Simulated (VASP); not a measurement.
HfO2, 3 atoms in the cell. The structure is tetragonal, space group I4/mmm (No. 139). Conventional cell: a = 3.798 Å, b = 3.798 Å, c = 5.115 Å, α = 90.00°, β = 90.00°, γ = 90.00°. Within 3.0 Å of Hf (site symmetry 4/mmm) lie 8 O at 2.29 Å. O (site symmetry -4m2) has 4 Hf at 2.29 Å and 6 O at 2.56 to 2.69 Å within 3.0 Å.  This cell differs from its parent crystal: strain +0.050 along x and y, +0.000 along z.

- Program: VASP 6.6.1
- Task: single point
- Functional: PBE
- Potentials or basis: VASP PAW PBE potentials, release 64 (Hf_pv, O)
- Cutoff: 520 eV
- k mesh: 8 × 8 × 8
- Occupations: gaussian, width 0.05 eV
- Spin: no spin polarisation
- Dipole correction: no
- Further INCAR settings: ALGO = Normal; EDIFF = 1e-06; NBANDS = 18

Potentials or basis: VASP PAW PBE potentials, release 64 (Hf_pv, O).

Run with:

```bash
$ cat potpaw_PBE.64/Hf_pv/POTCAR potpaw_PBE.64/O/POTCAR > POTCAR
$ mpirun -np 1 vasp_std > vasp.out
```

Hardware: 1 thread of AMD EPYC 7R43 64-Core Processor (Zen 3), on a shared host.

Q: Estimate the wall time of this run.

A: It took 65 s on 1 thread of AMD EPYC 7R43 64-Core Processor (Zen 3), on a shared host, peak memory 0.14 GiB. Counts: scf iterations 13, k points 59.
